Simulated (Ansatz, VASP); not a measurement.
## SnO2 in VASP and in Ansatz

The input INCAR:

```
PREC = Accurate
ENCUT = 520
EDIFF = 1E-6
ISMEAR = 0
SIGMA = 0.05
LREAL = F
LASPH = T
NELM = 60
ALGO = Normal
ISIF = 2
LWAVE = F
LCHARG = F
GGA = PS
NBANDS = 20
```

File KPOINTS:

```
regular mesh
0
Gamma
  12 12 12
```

POSCAR

```
SnO2
1.0
    1.5786500000      0.9114340025      4.7632000000
   -1.5786500000      0.9114340025      4.7632000000
    0.0000000000     -1.8228680049      4.7632000000
Sn O
1 2
Direct
    0.5000000000      0.5000000000      0.5000000000
    0.2414378084      0.2414378084      0.2414378084
    0.7585621916      0.7585621916      0.7585621916
```

Input for Ansatz:

```yaml
crystal:
  lattice:
    - [1.57865, 0.9114340025, 4.7632]
    - [-1.57865, 0.9114340025, 4.7632]
    - [0.0, -1.8228680049, 4.7632]
  atoms:
    - { symbol: Sn, position: [0.5, 0.5, 0.5] }
    - { symbol: O, position: [0.2414378084, 0.2414378084, 0.2414378084] }
    - { symbol: O, position: [0.7585621916, 0.7585621916, 0.7585621916] }
basis:
  ecutwfc: 520.0
kpoints:
  mp_grid: { grid: [12, 12, 12] }
hamiltonian:
  xc: pbesol
  pseudopotentials: { kind: paw, azcp: { folder: soft_1 } }
scf:
  occupations: { method: gaussian, width: 0.05 }
output:
  forces: true
  stress: true
  eigenvalues: true
```

Alike in both runs: task single point; functional PBEsol; k mesh 12 × 12 × 12; occupations gaussian, width 0.05 eV; no spin polarisation.

```csv
,VASP,Ansatz
version,VASP 6.6.1,Ansatz 0.2.0
potentials or method,"VASP PAW PBE potentials, release 64 (Sn_d, O), cutoff 520 eV","scalar-relativistic, plane waves, PAW"
valence electrons in the cell,26,26
```

Ansatz gave:

* gap on the k mesh at the Fermi level (eV): 2.14
* least direct gap on the mesh (eV): 2.21
* pressure (GPa): -1.2
* traceless stress, the component that is largest in VASP (GPa): -4.75
* rms of the force components (eV/Å): 0.331

Q: Which values does VASP return?

A: gap on the k mesh at the Fermi level (eV): 2.12; least direct gap on the mesh (eV): 2.20; pressure (GPa): -0.5; traceless stress, the component that is largest in VASP (GPa): -5.15; rms of the force components (eV/Å): 0.300.

VASP's potentials were made for PBE, not for PBEsol, and Ansatz warns of the same on its side. Atom by atom the forces differ by 0.031 eV/Å (rms over components). The functional is the same, so the differences come from potentials, cutoffs and numerics.
